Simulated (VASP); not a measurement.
I, 1 atom in the cell. Symmetry: Fm-3m, No. 225, cubic system. The conventional cell has a = 4.978 Å, b = 4.978 Å, c = 4.978 Å, α = 90.00°, β = 90.00°, γ = 90.00°. I (site symmetry m-3m) has 12 I at 3.52 Å within 4.6 Å. 

* Program: VASP 6.6.1
* Task: single point
* Functional: PBE
* Potentials or basis: VASP PAW PBE potentials, release 64 (I)
* Cutoff: 520 eV
* k mesh: 14 × 14 × 14
* Occupations: fermi-dirac, width 0.05 eV
* Spin: no spin polarisation
* Dipole correction: no
* Further INCAR settings: ALGO = Normal; EDIFF = 1e-06; NBANDS = 10

Potentials or basis: VASP PAW PBE potentials, release 64 (I).

Command:

```console
$ cat potpaw_PBE.64/I/POTCAR > POTCAR
$ mpirun -np 1 vasp_std > vasp.out
```

Hardware: 1 thread of Intel(R) Xeon(R) Platinum 8488C (Sapphire Rapids) (shared host).

Problem. Estimate the wall time of this run.

Solution. Wall time 16 s on 1 thread of Intel(R) Xeon(R) Platinum 8488C (Sapphire Rapids), on a shared host, peak memory 0.17 GiB. Counts: scf iterations 9, k points 104.
